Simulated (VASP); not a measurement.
# C (Fd-3m) in VASP: further runs

Runs on C. Level: r2SCAN. Tasks: single point.

Everything below comes from runs of VASP 6.6.1. Logs are shortened: lines on timing, memory, paths and dates and some standing lists are left out, and cuts for length are marked.

## 1. The cell of the first run

The structure is cubic, space group Fd-3m (No. 227). Conventional cell: a = 3.555 Å, b = 3.555 Å, c = 3.555 Å, α = 90.00°, β = 90.00°, γ = 90.00°. C (site symmetry -43m) has 4 C at 1.54 Å within 2.1 Å.

## 2. Single point, r2SCAN

POSCAR reads:

```
C
1.0
    0.0000000000      1.7775349200      1.7775349200
    1.7775349200      0.0000000000      1.7775349200
    1.7775349200      1.7775349200      0.0000000000
C
2
Direct
    0.5000000000      0.5000000000      0.5000000000
    0.7500000000      0.7500000000      0.7500000000
```

INCAR.step1 reads:

```
PREC     = Accurate       # precision mode
ENCUT    = 1430           # plane-wave cutoff, eV
ISMEAR   = 0              # smearing method
SIGMA    = 0.01           # smearing width, eV
LREAL    = False          # projectors in reciprocal space
LASPH    = True           # aspherical terms in the spheres
NELM     = 120            # most SCF steps
NBANDS   = 11             # bands
GGA      = PE             # functional
ALGO     = Normal         # electronic algorithm
EDIFF    = 1E-5           # SCF threshold, eV
LWAVE    = True           # write WAVECAR
LCHARG   = False          # write CHGCAR
GGA_COMPAT= False
```

INCAR.step2 reads:

```
PREC     = Accurate       # precision mode
ENCUT    = 1430           # plane-wave cutoff, eV
EDIFF    = 1E-6           # SCF threshold, eV
ISMEAR   = 0              # smearing method
SIGMA    = 0.01           # smearing width, eV
LREAL    = False          # projectors in reciprocal space
LASPH    = True           # aspherical terms in the spheres
NELM     = 120            # most SCF steps
ALGO     = Normal         # electronic algorithm
ISIF     = 2              # what is computed and relaxed
LWAVE    = False          # write WAVECAR
LCHARG   = False          # write CHGCAR
METAGGA  = R2SCAN         # meta-GGA
LMIXTAU  = True         
NBANDS   = 11             # bands
ISTART   = 1            
GGA_COMPAT= False
```

KPOINTS reads:

```
Automatic mesh
0
Gamma
  12 12 12
```

Potentials or basis: VASP PAW PBE potentials, release 64 (C_h).

Command:

```bash
$ cat potpaw_PBE.64/C_h/POTCAR > POTCAR
$ cp INCAR.step1 INCAR
$ mpirun -np 1 vasp_std > vasp.out
$ cp INCAR.step2 INCAR
$ mpirun -np 1 vasp_std > vasp.out
```

OUTCAR:

```text
PREC = Accurate
   ENCUT = 1430
   EDIFF = 1E-6
   ISMEAR = 0
   LREAL = False
   LASPH = True
   NELM = 120
   ISIF = 2
   METAGGA = R2SCAN
   ISTART = 1

 ion  position               nearest neighbor table
   1  0.500  0.500  0.500-
   2  0.750  0.750  0.750-

  LATTYP: Found a face centered cubic cell.
 ALAT       =     3.5550698400

  Lattice vectors:

 A1 = (   0.0000000000,   1.7775349200,   1.7775349200)
 A2 = (   1.7775349200,   0.0000000000,   1.7775349200)
 A3 = (   1.7775349200,   1.7775349200,   0.0000000000)

Analysis of symmetry for initial positions (statically):
=====================================================================
 Subroutine PRICEL returns:
 Original cell was already a primitive cell.

 Routine SETGRP: Setting up the symmetry group for a
 face centered cubic supercell.

 Subroutine GETGRP returns: Found 48 space group operations
 (whereof 24 operations were pure point group operations)
 out of a pool of 48 trial point group operations.

The static configuration has the point symmetry T_d .
 The point group associated with its full space group is O_h .

Analysis of symmetry for dynamics (positions and initial velocities):
=====================================================================
 Subroutine PRICEL returns:
 Original cell was already a primitive cell.

 Routine SETGRP: Setting up the symmetry group for a
 face centered cubic supercell.

 Subroutine GETGRP returns: Found 48 space group operations
 (whereof 24 operations were pure point group operations)
 out of a pool of 48 trial point group operations.

The dynamic configuration has the point symmetry T_d .
 The point group associated with its full space group is O_h .

 Subroutine INISYM returns: Found 48 space group operations
 (whereof 24 operations are pure point group operations),
 and found     1 'primitive' translations

----------------------------------------------------------------------------------------

                                     Primitive cell

  volume of cell :      11.2327

  direct lattice vectors                    reciprocal lattice vectors
     0.000000000  1.777534920  1.777534920    -0.281288426  0.281288426  0.281288426
     1.777534920  0.000000000  1.777534920     0.281288426 -0.281288426  0.281288426
     1.777534920  1.777534920  0.000000000     0.281288426  0.281288426 -0.281288426

  length of vectors
     2.513813991  2.513813991  2.513813991     0.487205846  0.487205846  0.487205846

  position of ions in fractional coordinates (direct lattice)
     0.500000000  0.500000000  0.500000000
     0.750000000  0.750000000  0.750000000

  ion indices of the primitive-cell ions
   primitive index   ion index
                 1           1
                 2           2

----------------------------------------------------------------------------------------

 KPOINTS: Automatic mesh

Automatic generation of k-mesh.
 Grid dimensions read from file:
 generate k-points for:   12   12   12

 Generating k-lattice:

  Cartesian coordinates                     Fractional coordinates (reciprocal lattice)
    -0.023440702  0.023440702  0.023440702     0.083333333  0.000000000  0.000000000
     0.023440702 -0.023440702  0.023440702     0.000000000  0.083333333  0.000000000
     0.023440702  0.023440702 -0.023440702     0.000000000  0.000000000  0.083333333

  Length of vectors
     0.040600487  0.040600487  0.040600487

  Shift w.r.t. Gamma in fractional coordinates (k-lattice)
     0.000000000  0.000000000  0.000000000

 Subroutine IBZKPT returns following result:
 ===========================================

 Found     72 irreducible k-points:

 Following reciprocal coordinates:
            Coordinates               Weight
  0.000000  0.000000  0.000000      1.000000
  0.083333  0.000000  0.000000      8.000000
  0.166667  0.000000  0.000000      8.000000
  0.250000  0.000000  0.000000      8.000000
  0.333333  0.000000  0.000000      8.000000
  0.416667  0.000000  0.000000      8.000000
[... 16 lines left out ...]
  0.500000  0.166667  0.000000     24.000000
 -0.416667  0.166667  0.000000     24.000000
 [... further k-points ...]
   k-points           NKPTS =     72   k-points in BZ     NKDIM =     72   number of bands    NBANDS=     11
   number of dos      NEDOS =    301   number of ions     NIONS =      2
   total plane-waves  NPLWV =  32768
   dimension x,y,z NGX =    32 NGY =   32 NGZ =   32
   dimension x,y,z NGXF=    64 NGYF=   64 NGZF=   64
   ions per type =               2
   NGX,Y,Z   is equivalent  to a cutoff of  21.16, 21.16, 21.16 a.u.
   NGXF,Y,Z  is equivalent  to a cutoff of  42.33, 42.33, 42.33 a.u.
 SYSTEM =  unknown system
   PREC   = accura    normal or accurate (medium, high low for compatibility)
   ISTART =      1    job   : 0-new  1-cont  2-samecut
   ICHARG =      0    charge: 1-file 2-atom 10-const
   ISPIN  =      1    spin polarized calculation?
   LNONCOLLINEAR =      F non collinear calculations
   LSORBIT =      F    spin-orbit coupling
   LASPH  =      T    aspherical Exc in radial PAW
   ENCUT  = 1430.0 eV 105.10 Ry   10.25 a.u.   7.75  7.75  7.75*2*pi/ulx,y,z
   NELM   =    120;   NELMIN=  2; NELMDL=  0     # of ELM steps
   EDIFF  = 0.1E-05   stopping-criterion for ELM
   LREAL  =      F    real-space projection
   EDIFFG = 0.1E-04   stopping-criterion for IOM
   NSW    =      0    number of steps for IOM
   IBRION =     -1    ionic relax: 0-MD 1-quasi-New 2-CG
   NFREE  =      0    steps in history (QN), initial steepest desc. (CG)
   ISIF   =      2    stress and relaxation
   ISYM   =      2    0-nonsym 1-usesym 2-fastsym
   POTIM  = 0.5000    time-step for ionic-motion
   TEBEG  =    0.0;   TEEND  =   0.0 temperature during run
   PSTRESS=    0.0 pullay stress
   NELECT =       8.0000    total number of electrons
   NUPDOWN=      -1.0000    fix difference up-down
   EMIN   =  10.00;   EMAX   =-10.00  energy-range for DOS
   EFERMI =   0.00;   METHOD = LEGACY
   ISMEAR =     0;   SIGMA  =   0.01  broadening in eV -4-tet -1-fermi 0-gaus
   EFERMI_NEDOS =   21; number of points for ismear=-14 and -15
   IALGO  =     38    algorithm
   IMIX   =      4    mixing-type and parameters
     AMIX     =   0.40;   BMIX     =  1.00
     AMIX_MAG =   1.60;   BMIX_MAG =  1.00
  volume/ion in A,a.u.               =       5.62        37.90
  Fermi-wavevector in a.u.,A,eV,Ry     =   1.461986  2.762754 29.081153  2.137404
  Thomas-Fermi vector in A             =   2.578253
   LORBIT       =      0    0 simple, 1 ext, 2 COOP (PROOUT), +10 PAW based schemes
   METAGGA = R2SCAN    functional components
   LHFCALC =     F    Hartree Fock is set to
   AEXX    =    0.0000 exact exchange contribution
   IVDW    =     0    specifies the selected vdW correction
   LEPSILON=     F    determine dielectric tensor
   LRPA    =     F    only Hartree local field effects (RPA)
 non-spin polarized calculation
 Gauss-broadening in eV      SIGMA  =   0.01
  energy-cutoff  :     1430.00
  volume of cell :       11.23
 maximum number of plane-waves:      1411
   NGX = 15   NGY = 15   NGZ = 15

 number of electron       8.0000000 magnetization

 Free energy of the ion-electron system (eV)
  ---------------------------------------------------
  ext. energy  EPLUGINS =         0.00000000
  ---------------------------------------------------
  free energy    TOTEN  =       -19.72242773 eV

  energy without entropy =      -19.72242773  energy(sigma->0) =      -19.72242773

 E-fermi :  11.2269     XC(G=0): -14.3238

 val. band max:       11.0626256437   @ k =   0.0000   0.0000   0.0000
 cond. band min:      15.4603517843   @ k =   0.3333   0.3333   0.0000
 fundamental gap:      4.3977261406
 Fermi energy:        11.2268845569

 k-point     1 :       0.0000    0.0000    0.0000
  band No.  band energies     occupation
      1     -11.7425      2.00000
      2      11.0626      2.00000
      3      11.0626      2.00000
      4      11.0626      2.00000
      5      16.9695      0.00000
      6      16.9695      0.00000
      7      16.9695      0.00000
      8      25.1519      0.00000
      9      31.5983      0.00000
     10      38.5236      0.00000
     11      38.5236      0.00000

 k-point     2 :       0.0833    0.0000    0.0000
  band No.  band energies     occupation
      1     -11.5404      2.00000
      2       9.7428      2.00000
      3      10.7164      2.00000
      4      10.7164      2.00000
      5      17.4250      0.00000
      6      17.4250      0.00000
      7      17.7429      0.00000
      8      25.3479      0.00000
      9      31.9447      0.00000
     10      36.4794      0.00000
     11      36.4794      0.00000

 k-point     3 :       0.1667    0.0000    0.0000
  band No.  band energies     occupation
      1     -10.9366      2.00000
      2       7.0392      2.00000
      3       9.9662      2.00000
      4       9.9662      2.00000
      5      18.4121      0.00000
      6      18.4121      0.00000
      7      18.8989      0.00000
      8      25.9111      0.00000
      9      32.6667      0.00000
     10      34.8315      0.00000
     11      34.8315      0.00000

 k-point     4 :       0.2500    0.0000    0.0000
  band No.  band energies     occupation
      1      -9.9407      2.00000
      2       4.0269      2.00000
      3       9.1944      2.00000
      4       9.1944      2.00000
      5      19.3270      0.00000
      6      19.3270      0.00000
      7      19.6699      0.00000
      8      26.6928      0.00000
      9      33.1051      0.00000
     10      34.4270      0.00000
     11      34.4270      0.00000

 k-point     5 :       0.3333    0.0000    0.0000
  band No.  band energies     occupation
      1      -8.5772      2.00000
      2       1.0881      2.00000
      3       8.5824      2.00000
      4       8.5824      2.00000
      5      19.8383      0.00000
      6      19.8383      0.00000
      7      20.0892      0.00000
      8      27.3991      0.00000
      9      33.3453      0.00000
     10      35.3636      0.00000
     11      35.3636      0.00000
[... 211 lines left out ...]
 k-point    21 :       0.3333    0.1667    0.0000
  band No.  band energies     occupation
      1      -8.8230      2.00000
      2       3.3477      2.00000
      3       6.9721      2.00000
      4       7.3884      2.00000
      5      17.4312      0.00000
      6      22.5227      0.00000
      7      22.6358      0.00000
      8      23.5557      0.00000
      9      33.2005      0.00000
     10      34.1948      0.00000
     11      39.3050      0.00000

 k-point    22 :       0.4167    0.1667    0.0000
  band No.  band energies     occupation
      1      -7.3640      2.00000
      2       0.6534      2.00000
      3       6.4925      2.00000
      4       6.7394      2.00000
      5      18.1316      0.00000
      6      22.7627      0.00000
      7      22.8523      0.00000
      8      24.5578      0.00000
      9      33.5164      0.00000
     10      34.9369      0.00000
     11      39.8386      0.00000

 k-point    23 :       0.5000    0.1667    0.0000
  band No.  band energies     occupation
      1      -5.7264      2.00000
      2      -1.6841      2.00000
      3       5.7326      2.00000
      4       6.8316      2.00000
      5      18.5773      0.00000
      6      22.4586      0.00000
      7      22.9605      0.00000
      8      26.3173      0.00000
      9      32.5049      0.00000
     10      36.4555      0.00000
     11      39.0459      0.00000

 k-point    24 :      -0.4167    0.1667    0.0000
  band No.  band energies     occupation
      1      -5.2943      2.00000
      2      -2.2075      2.00000
      3       5.2189      2.00000
      4       7.2333      2.00000
      5      19.0415      0.00000
      6      21.9293      0.00000
      7      22.9349      0.00000
      8      27.6087      0.00000
      9      31.7320      0.00000
     10      36.4327      0.00000
     11      37.2704      0.00000

 [... further k-points ...]

------------------------ aborting loop because EDIFF is reached ----------------------------------------

  FORCE on cell =-STRESS in cart. coord.  units (eV):
  Direction    XX          YY          ZZ          XY          YZ          ZX
  --------------------------------------------------------------------------------------
  -------------------------------------------------------------------------------------
  Total        0.0955039      0.0955039      0.0955039      0.0000000      0.0000000      0.0000000
  in kB       13.6221998     13.6221998     13.6221998      0.0000000      0.0000000      0.0000000
  external PRESSURE =      13.6221998 kB  Pullay stress =       0.0000000 kB

 VOLUME and BASIS-vectors are now :
 -----------------------------------------------------------------------------
  energy-cutoff  :     1430.00
  volume of cell :       11.23
      direct lattice vectors                 reciprocal lattice vectors
     0.000000000  1.777534920  1.777534920    -0.281288426  0.281288426  0.281288426
     1.777534920  0.000000000  1.777534920     0.281288426 -0.281288426  0.281288426
     1.777534920  1.777534920  0.000000000     0.281288426  0.281288426 -0.281288426

 POSITION                                       TOTAL-FORCE (eV/Angst)
 -----------------------------------------------------------------------------------
      1.77753      1.77753      1.77753         0.000000      0.000000      0.000000
      2.66630      2.66630      2.66630        -0.000000     -0.000000     -0.000000
 -----------------------------------------------------------------------------------
    total drift:                               -0.000000     -0.000000      0.000000

  FREE ENERGIE OF THE ION-ELECTRON SYSTEM (eV)
  ---------------------------------------------------
  free  energy   TOTEN  =       -19.7224277291 eV

  energy  without entropy=      -19.7224277291  energy(sigma->0) =      -19.72242773
```

It took 78 s on 1 thread of AMD EPYC 9R45 (Zen 5), shared host; peak memory 0.16 GiB.

What came out:

```
Free energy            : -19.7224 eV
Pressure               : 1.4 GPa
Band gap on the k mesh : 4.40 eV (least direct gap 5.91 eV)
```

Caveat: the PAW data sets were made with another functional, which shifts forces and pressure a little.

## 3. Single point, r2SCAN

This run uses another cell than the first one, of 5.47 Å³/atom.

POSCAR reads:

```
C
1.0
    0.0000000000      1.7615716731      1.7615716731
    1.7615716731      0.0000000000      1.7615716731
    1.7615716731      1.7615716731      0.0000000000
C
2
Direct
    0.5000000000      0.5000000000      0.5000000000
    0.7500000000      0.7500000000      0.7500000000
```

INCAR.step1 reads:

```
SYSTEM = C
PREC = Accurate
ENCUT = 1430
ISMEAR = 0
SIGMA = 0.01
LREAL = .False.
LASPH = .True.
NELM = 120
NBANDS = 11
GGA = PE
ALGO = Normal
EDIFF = 1E-5
LWAVE = .True.
LCHARG = .False.
GGA_COMPAT = .False.
```

INCAR.step2 reads:

```
SYSTEM = C
PREC = Accurate
ENCUT = 1430
EDIFF = 1E-6
ISMEAR = 0
SIGMA = 0.01
LREAL = .False.
LASPH = .True.
NELM = 120
ALGO = Normal
ISIF = 2
LWAVE = .False.
LCHARG = .True.
METAGGA = R2SCAN
LMIXTAU = .True.
LELF = .True.
LVHAR = .True.
NBANDS = 11
ISTART = 1
GGA_COMPAT = .False.
```

KPOINTS reads:

```
Automatic mesh
0
Gamma
  12 12 12
  0 0 0
```

Potentials or basis: VASP PAW PBE potentials, release 64 (C_h).

Command:

```bash
$ cat potpaw_PBE.64/C_h/POTCAR > POTCAR
$ cp INCAR.step1 INCAR
$ mpirun -np 1 vasp_std > vasp.out
$ cp INCAR.step2 INCAR
$ mpirun -np 1 vasp_std > vasp.out
```

Run time: 1.7 min. Hardware: 1 thread of AMD EPYC 7R13 (Zen 3), shared host; peak memory 0.16 GiB.

It converged, with:

| Quantity | Value |
| --- | --- |
| Free energy | -19.7075 eV |
| Pressure | 14.4 GPa |
| Band gap on the k mesh | 4.46 eV (least direct gap 5.98 eV) |

Levels at points of the mesh, in eV from the valence-band top:
| k point | band 1 | band 2 | band 3 | band 4 | band 5 | band 6 | band 7 | band 8 |
| --- | --- | --- | --- | --- | --- | --- | --- | --- |
| (0.00, 0.00, 0.00) | -23.18 | 0.00 | 0.00 | 0.00 | 5.98 | 5.98 | 5.98 | 14.75 |
| (0.50, 0.00, 0.00) | -17.02 | -14.45 | -3.07 | -3.07 | 9.07 | 9.07 | 9.68 | 17.09 |
| (0.50, 0.50, 0.00) | -13.84 | -13.84 | -6.88 | -6.88 | 5.11 | 5.11 | 18.51 | 18.51 |

Caveat: the cell stands under pressure; the PAW data sets were made with another functional, which shifts forces and pressure a little.

## 4. Single point, r2SCAN

This run uses another cell than the first one, of 5.63 Å³/atom.

POSCAR reads:

```
C
1.0
    0.0000000000      1.7788378178      1.7788378178
    1.7788378178      0.0000000000      1.7788378178
    1.7788378178      1.7788378178      0.0000000000
C
2
Direct
    0.5000000000      0.5000000000      0.5000000000
    0.7500000000      0.7500000000      0.7500000000
```

INCAR.step1 reads:

```
SYSTEM = C
  ALGO = Normal
  EDIFF = 1E-5
  ENCUT = 1430
  GGA = PE
  GGA_COMPAT = .False.
  ISMEAR = 0
  LASPH = .True.
  LCHARG = .False.
  LREAL = .False.
  LWAVE = .True.
  NBANDS = 11
  NELM = 120
  PREC = Accurate
  SIGMA = 0.01
```

INCAR.step2 reads:

```
SYSTEM = C
  ALGO = Normal
  EDIFF = 1E-6
  ENCUT = 1430
  GGA_COMPAT = .False.
  ISIF = 2
  ISMEAR = 0
  ISTART = 1
  LASPH = .True.
  LCHARG = .False.
  LMIXTAU = .True.
  LREAL = .False.
  LWAVE = .False.
  METAGGA = R2SCAN
  NBANDS = 11
  NELM = 120
  PREC = Accurate
  SIGMA = 0.01
```

KPOINTS reads:

```
k-points
0
Gamma
  12 12 12
  0 0 0
```

Command:

```bash
$ cat potpaw_PBE.64/C_h/POTCAR > POTCAR
$ cp INCAR.step1 INCAR
$ mpirun -np 1 vasp_std > vasp.out
$ cp INCAR.step2 INCAR
$ mpirun -np 1 vasp_std > vasp.out
```

Run time: 79 s. Hardware: 1 thread of Intel Xeon Platinum 8259CL at 2.50GHz (Skylake/Cascade Lake), shared host; peak memory 0.19 GiB.

Results (log left out):

| Quantity | Value |
| --- | --- |
| Free energy | -19.7226 eV |
| Pressure | 0.4 GPa |
| Band gap on the k mesh | 4.39 eV (least direct gap 5.90 eV) |

Levels at points of the mesh, in eV from the valence-band top:
```csv
k point,band 2,band 3,band 4,band 5,band 6,band 7
"(0.00, 0.00, 0.00)",0.00,0.00,0.00,5.90,5.90,5.90
"(0.50, 0.00, 0.00)",-14.11,-2.99,-2.99,8.95,8.95,9.26
"(0.50, 0.50, 0.00)",-13.62,-6.69,-6.69,5.04,5.04,18.04
```

Caveat: the PAW data sets were made with another functional, which shifts forces and pressure a little. A k mesh can miss the band edges.

## 5. Overview

```tsv
cell	gap on the mesh (eV)	pressure (GPa)
a = 2.514 Å, angles 60.0°, 2 atoms	4.40	1.4
a = 2.491 Å, angles 60.0°, 2 atoms	4.46	14.4
a = 2.516 Å, angles 60.0°, 2 atoms	4.39	0.4
```

Alike in all rows: task single point; level r2SCAN; potentials or basis VASP PAW PBE potentials, release 64 (C_h); no spin polarisation; k mesh 12 × 12 × 12; cutoff (eV) 1430; smearing gaussian 0.01 eV.

Caveats: the PAW data sets were made with another functional, which shifts forces and pressure a little; the cell stands under pressure (at least some runs).

Total energies depend on the potentials used, so only differences within one code and one set of settings carry meaning.
